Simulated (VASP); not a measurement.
## BaRu3: single point with PBEsol

Crystal: BaRu3.

```xyz
4
Lattice="4.3057 0.0000 0.0000 0.0000 4.3057 0.0000 0.0000 0.0000 4.3057" Properties=species:S:1:pos:R:3 pbc="T T T"
Ba    0.0000    0.0000    0.0000
Ru    0.0000    2.1528    2.1528
Ru    2.1528    2.1528    0.0000
Ru    2.1528    0.0000    2.1528
```

```
Program             : VASP 6.6.1
Task                : single point
Functional          : PBEsol
Potentials or basis : VASP PAW PBE potentials, release 64 (Ba_sv, Ru_sv)
Cutoff              : 560 eV
k mesh              : 8 × 8 × 8
Occupations         : gaussian, width 0.05 eV
Spin                : no spin polarisation
```

The pressure is -12.3 GPa and the band gap on the k mesh is zero (bands 29 and 30 overlap by 1.31 eV).

Levels at points of the mesh, in eV from the Fermi level:
```csv
k point,band 27,band 28,band 29,band 30,band 31,band 32
"(0.00, 0.00, 0.00)",0.44,0.44,1.17,1.49,1.49,1.49
"(0.50, 0.00, 0.00)",-0.30,-0.20,0.06,0.06,0.45,0.60
"(0.50, 0.50, 0.00)",-0.57,-0.32,-0.12,-0.12,0.02,0.09
"(0.50, 0.50, 0.50)",-0.33,-0.33,0.78,1.20,1.20,1.20
```

Run time: 62 s on 1 thread of Intel(R) Xeon(R) Platinum 8375C CPU @ 2.90GHz (Ice Lake), with other jobs on the host, peak memory 0.26 GiB.

Caveat: the cell stands under tension; the PAW data sets were made with another functional, which shifts forces and pressure a little; spin-orbit coupling is left out, which moves the levels of the heavy elements.
